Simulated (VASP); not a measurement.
A run of VASP 6.6.1 is set up as follows.

The input INCAR:

```
  ALGO = Normal
  EDIFF = 1E-6
  ENCUT = 500
  GGA = PS
  GGA_COMPAT = False
  ISIF = 2
  ISMEAR = 1
  LASPH = True
  LCHARG = False
  LREAL = False
  LWAVE = False
  NBANDS = 11
  NELM = 120
  PREC = Accurate
  SIGMA = 0.05
```

Contents of KPOINTS:

```
k-points
0
Gamma
  11 11 11
```

The input POSCAR:

```
Ca
1.0
    2.6494118410      0.0000000000      0.0000000000
    0.0000000000      2.6494118410      0.0000000000
    0.0000000000      0.0000000000      2.6494118410
Ca
1
Direct
    0.0000000000      0.0000000000      0.0000000000
```

Potentials or basis: VASP PAW PBE potentials, release 64 (Ca_sv).

Run with:

```sh
$ cat potpaw_PBE.64/Ca_sv/POTCAR > POTCAR
$ mpirun -np 1 vasp_std > vasp.out
```

Problem. Predict the pressure.

Solution. 35.4 GPa.

Problem. Estimate the band gap on the k mesh.

Solution. Zero (band 5 reaches 6.10 eV, above the bottom of band 6 at 5.77 eV).

Caveat: the PAW data sets were made with another functional, which shifts forces and pressure a little.
